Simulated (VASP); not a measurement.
Set up this calculation in VASP 6.6.1, as the native input.

```
Task                   : single point
Functional             : PBEsol
Potentials or basis    : VASP PAW PBE potentials, release 64 (Li_sv)
Cutoff                 : 520 eV
k mesh                 : 12 × 12 × 12
Occupations            : fermi-dirac, width 0.05 eV
Spin                   : no spin polarisation
Dipole correction      : no
Further INCAR settings : ALGO = Normal; EDIFF = 1e-07; NBANDS = 10
```

The structure of Li lies in POSCAR:

```
Li
1.0
    0.0000000000      2.5734042437      2.5734042437
    2.5734042437      0.0000000000      2.5734042437
    2.5734042437      2.5734042437      0.0000000000
Li
2
Direct
   -0.1250000000     -0.1250000000     -0.1250000000
    0.1250000000      0.1250000000      0.1250000000
```

One way to write it, as run:

INCAR

```
ALGO     = Normal         # electronic algorithm
EDIFF    = 1E-7           # SCF threshold, eV
ENCUT    = 520            # plane-wave cutoff, eV
GGA      = PS             # functional
ISIF     = 2              # what is computed and relaxed
ISMEAR   = -1             # smearing method
LASPH    = True           # aspherical terms in the spheres
LCHARG   = False          # write CHGCAR
LREAL    = False          # projectors in reciprocal space
LWAVE    = False          # write WAVECAR
NBANDS   = 10             # bands
NELM     = 100            # most SCF steps
PREC     = Accurate       # precision mode
SIGMA    = 0.05           # smearing width, eV
```

KPOINTS

```
k-points
0
Gamma
  12 12 12
```

Potentials or basis: VASP PAW PBE potentials, release 64 (Li_sv).

Command:

```sh
$ cat potpaw_PBE.64/Li_sv/POTCAR > POTCAR
$ mpirun -np 1 vasp_std > vasp.out
```

Results of the run:

| Item | Value |
| --- | --- |
| Band gap on the k mesh | zero (band 3 reaches 1.94 eV, above the bottom of band 4 at 1.69 eV) |

It took 9.2 s on 1 thread of Intel(R) Xeon(R) 6975P-C (Granite Rapids), with other jobs on the host, peak memory 0.15 GiB.
